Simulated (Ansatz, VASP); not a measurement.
# SbW2 in VASP and in Ansatz

```
CELL_PARAMETERS angstrom
2.90440 0.00000 0.00000
0.00000 8.08113 0.00000
0.00000 0.00000 4.55729
ATOMIC_POSITIONS crystal
Sb 0.50000 0.50000 0.50000
Sb 0.00000 0.00000 0.00000
W 0.37168 0.83815 0.50000
W 0.87168 0.66185 0.00000
W 0.62832 0.16185 0.50000
W 0.12832 0.33815 0.00000
```

Alike in both runs: functional PBE; k mesh 6 × 2 × 4; occupations gaussian, width 0.1 eV; no spin polarisation.

Ansatz relaxed the structure, and its values are those at the end. VASP's run is a single point on that final structure, the one shown.

|  | VASP | Ansatz |
| --- | --- | --- |
| version | VASP 6.6.1 | Ansatz 0.2.0 |
| potentials or method | VASP PAW PBE potentials, release 64 (Sb, W_sv), cutoff 520 eV | scalar-relativistic, plane waves, PAW |
| valence electrons in the cell | 66 | 86 |

|  | VASP | Ansatz | Ansatz less VASP |
| --- | --- | --- | --- |
| gap on the k mesh at the Fermi level (eV) | none | none | - |
| pressure (GPa) | 0.1 | -0.1 | -0.19 |
| rms of the force components (eV/Å) | 0.003 | 0.006 | +0.0026 |

A gap of «none» marks a metal or a gap that the smearing closes. VASP's potentials hold 66 valence electrons a cell and Ansatz's 86, so a difference there can come from the potentials and not from the codes.

The k mesh is coarse, so the values compare programs but aren't converged. Spin-orbit coupling is off throughout.
